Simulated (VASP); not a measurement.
Input of a VASP 6.6.1 run:

Contents of INCAR:

```
ALGO = Normal ; EDIFF = 1E-6
ENCUT = 520 ; GGA = CA
ISIF = 2 ; ISMEAR = 0
LASPH = T ; LCHARG = T
LELF = T ; LREAL = F
LVHAR = T ; LWAVE = F
NBANDS = 11 ; NELM = 60
PREC = Accurate ; SIGMA = 0.05
```

Contents of KPOINTS:

```
k-points
0
Gamma
  12 12 12
```

POSCAR

```
C
1.0
    0.0000000000      2.0615365995      1.7039681529
    1.5318055675      0.0000000000      1.7039681529
    1.5318055675      2.0615365995      0.0000000000
C
2
Direct
    0.5000000000      0.5000000000      0.5000000000
    0.7500000000      0.7500000000      0.7500000000
```

Potentials or basis: VASP PAW LDA potentials, release 64 (C).

Command:

```sh
$ cat potpaw_LDA.64/C/POTCAR > POTCAR
$ mpirun -np 1 vasp_std > vasp.out
```

Question: Estimate the pressure.

Answer: 14.6 GPa.

Question: Estimate the band gap on the k mesh.

Answer: Zero (band 4 reaches 12.64 eV, above the bottom of band 5 at 11.93 eV).

Stress tensor (GPa, compression positive):
```
 133.11    0.00    0.00
   0.00 -172.57    0.00
   0.00    0.00   83.27
```

Caveat: the cell differs from its parent crystal (strain +e along x and -e along y -0.1500, strain +e along z and -e/2 along x and y -0.0350).
